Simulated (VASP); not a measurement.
Write the native input for VASP 6.6.1 that does the following.

```yaml
Task: single point
Functional: PBE
Potentials_or_basis: VASP PAW PBE potentials, release 64 (Ta_pv, C)
Cutoff: 600 eV
k_mesh: 16 × 16 × 16
Occupations: gaussian, width 0.1 eV
Spin: no spin polarisation
Dipole_correction: no
Further_INCAR_settings: ALGO = Normal; EDIFF = 1e-06; NBANDS = 14
```

The structure of TaC lies in POSCAR:

```
TaC
1.0
    0.0000000000      2.2376006053      2.2376006053
    2.2376006053      0.0000000000      2.2376006053
    2.2376006053      2.2376006053      0.0000000000
Ta C
1 1
Direct
    0.0000000000      0.0000000000      0.0000000000
    0.5000000000      0.5000000000      0.5000000000
```

One way to write it, as run:

INCAR

```
PREC = Accurate
ENCUT = 600
EDIFF = 1E-6
ISMEAR = 0
SIGMA = 0.1
LREAL = False
LASPH = True
NELM = 120
ALGO = Normal
ISIF = 2
LWAVE = False
LCHARG = True
GGA = PE
LELF = True
LVHAR = True
NBANDS = 14
GGA_COMPAT = False
```

KPOINTS

```
regular mesh
0
Gamma
  16 16 16
```

Potentials or basis: VASP PAW PBE potentials, release 64 (Ta_pv, C).

The run is started by

```sh
$ cat potpaw_PBE.64/Ta_pv/POTCAR potpaw_PBE.64/C/POTCAR > POTCAR
$ mpirun -np 1 vasp_std > vasp.out
```

It gave:

```yaml
Pressure: 0.6 GPa
Band_gap_on_the_k_mesh: zero (an odd number of electrons rules out a gap without spin polarisation)
```

Caveat: spin-orbit coupling is left out, which moves the levels of the heavy elements.

Run time: 24 s on 1 thread of Intel(R) Xeon(R) 6975P-C (Granite Rapids), with other jobs on the host, peak memory 0.2 GiB.
